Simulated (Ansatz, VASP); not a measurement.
Rh in VASP and in Ansatz

```
Rh
1.0
    -0.02873    1.91529    1.91529
     1.91529   -0.02873    1.91529
     1.88656    1.88656    0.00000
Rh
1
Direct
  0.00000 0.00000 0.00000
```

Change from the starting cell: xy shear strain of -3 %, crystal datasets.

Alike in both runs: task electric field gradients; functional PBE; k mesh 16 × 16 × 16; occupations fermi-dirac, width 0.05 eV; no spin polarisation.

|  | VASP | Ansatz |
| --- | --- | --- |
| version | VASP 6.6.1 | Ansatz 0.2.0 |
| potentials or method | VASP PAW PBE potentials, release 64 (Rh_pv), cutoff 520 eV | all-electron PAW with datasets made for the crystal, scalar-relativistic |

```tsv
	VASP	Ansatz	Ansatz less VASP
pressure (GPa)	0.3	0.3	-0.08
traceless stress, the component that is largest in VASP (GPa)	5.57	5.56	-0.006
size of Vzz on the site where it differs most (V/Å²)	2.4	0.5	-1.87
```

Ansatz ran all-electron here, and VASP with PAW potentials.
